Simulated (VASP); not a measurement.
Set up this calculation in VASP 6.6.1, as the native input.

| Quantity | Value |
| --- | --- |
| Task | single point |
| Functional | r2SCAN |
| Dispersion | rVV10 |
| Potentials or basis | VASP PAW PBE potentials, release 64 (Cd, Sb, As) |
| Cutoff | 520 eV |
| k mesh | 6 × 6 × 6 |
| Occupations | fermi-dirac, width 0.03 eV |
| Spin | no spin polarisation |
| Dipole correction | no |
| Further INCAR settings | ALGO = Normal; EDIFF = 1e-06; NBANDS = 31 |

Crystal: Cd2Sb3As.

```
Cd Sb As
1.0
     3.12838    1.80617    4.63410
    -3.12838    1.80617    4.63410
     0.00000   -3.61234    4.63410
Cd Sb As
2 3 1
Direct
  0.38097 0.38097 0.38097
  0.61903 0.61903 0.61903
  0.00000 0.00000 0.50000
  0.00000 0.50000 0.00000
  0.50000 0.00000 0.00000
  0.00000 0.00000 0.00000
```

The input as run:

POSCAR

```
Cd2Sb3As
1.0
    3.1283800042      1.8061710375      4.6340988309
   -3.1283800042      1.8061710375      4.6340988309
    0.0000000000     -3.6123420751      4.6340988308
Cd Sb As
2 3 1
Direct
    0.3809712339      0.3809712339      0.3809712339
    0.6190287661      0.6190287661      0.6190287661
    0.0000000000      0.0000000000      0.5000000000
    0.0000000000      0.5000000000      0.0000000000
    0.5000000000      0.0000000000      0.0000000000
    0.0000000000      0.0000000000      0.0000000000
```

INCAR.step1

```
SYSTEM = Cd2Sb3As
PREC = Accurate
ENCUT = 520
ISMEAR = -1
SIGMA = 0.03
LREAL = .FALSE.
LASPH = .TRUE.
NELM = 80
NBANDS = 31
GGA = PE
ALGO = Normal
EDIFF = 1E-4
LWAVE = .TRUE.
LCHARG = .FALSE.
```

INCAR.step2

```
SYSTEM = Cd2Sb3As
PREC = Accurate
ENCUT = 520
EDIFF = 1E-6
ISMEAR = -1
SIGMA = 0.03
LREAL = .FALSE.
LASPH = .TRUE.
NELM = 80
ALGO = Normal
ISIF = 2
LWAVE = .FALSE.
LCHARG = .FALSE.
METAGGA = R2SCAN
LMIXTAU = .TRUE.
LUSE_VDW = .TRUE.
IVDW_NL = 2
BPARAM = 11.95
CPARAM = 0.0093
NBANDS = 31
ISTART = 1
```

KPOINTS

```
Automatic mesh
0
G
  6 6 6
  0 0 0
```

Potentials or basis: VASP PAW PBE potentials, release 64 (Cd, Sb, As).

Command:

```console
$ cat potpaw_PBE.64/Cd/POTCAR potpaw_PBE.64/Sb/POTCAR potpaw_PBE.64/As/POTCAR > POTCAR
$ cp INCAR.step1 INCAR
$ mpirun -np 1 vasp_std > vasp.out
$ cp INCAR.step2 INCAR
$ mpirun -np 1 vasp_std > vasp.out
```

Results of the run:

The pressure is 0.3 GPa. The largest force is 0.006 eV/Å. The band gap on the k mesh is zero (bands 22 and 23 overlap by 1.45 eV).

Caveat: the PAW data sets were made with another functional, which shifts forces and pressure a little; spin-orbit coupling is left out, which moves the levels of the heavy elements.

Run time: 11 min on 1 thread of Intel(R) Xeon(R) Platinum 8488C (Sapphire Rapids), with other jobs on the host, peak memory 0.85 GiB.
